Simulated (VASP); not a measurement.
Here is a VASP 6.6.1 calculation.

The input INCAR:

```
SYSTEM = AlP
PREC     = Accurate       ! precision mode
ENCUT    = 500            ! plane-wave cutoff, eV
EDIFF    = 1E-6           ! SCF threshold, eV
ISMEAR   = 0              ! smearing method
SIGMA    = 0.05           ! smearing width, eV
LREAL    = .False.        ! projectors in reciprocal space
LASPH    = .True.         ! aspherical terms in the spheres
NELM     = 120            ! most SCF steps
ALGO     = Normal         ! electronic algorithm
ISIF     = 2              ! what is computed and relaxed
LWAVE    = .False.        ! write WAVECAR
LCHARG   = .True.         ! write CHGCAR
GGA      = B5             ! functional
ALDAX    = 1.0          
AGGAX    = 1.0          
AGGAC    = 1.0          
ALDAC    = 0.0          
LELF     = .True.         ! ELF
LVHAR    = .True.       
NBANDS   = 11             ! bands
GGA_COMPAT= .False.
```

File KPOINTS:

```
Automatic mesh
0
Gamma
  8 8 8
  0 0 0
```

POSCAR

```
AlP
1.0
    0.0000000000      2.7435189903      2.7435189903
    2.7435189903      0.0000000000      2.7435189903
    2.7435189903      2.7435189903      0.0000000000
Al P
1 1
Direct
    0.0000000000      0.0000000000      0.0000000000
    0.7500000000      0.7500000000      0.7500000000
```

Potentials or basis: VASP PAW PBE potentials, release 64 (Al, P).

Launch:

```console
$ cat potpaw_PBE.64/Al/POTCAR potpaw_PBE.64/P/POTCAR > POTCAR
$ mpirun -np 1 vasp_std > vasp.out
```

Problem. Predict the band gap on the k mesh.

Solution. 1.87 eV, indirect (least direct gap 3.26 eV).

Problem. Estimate the pressure.

Solution. 3.4 GPa.

Caveat: the PAW data sets were made with another functional, which shifts forces and pressure a little. A k mesh can miss the band edges.
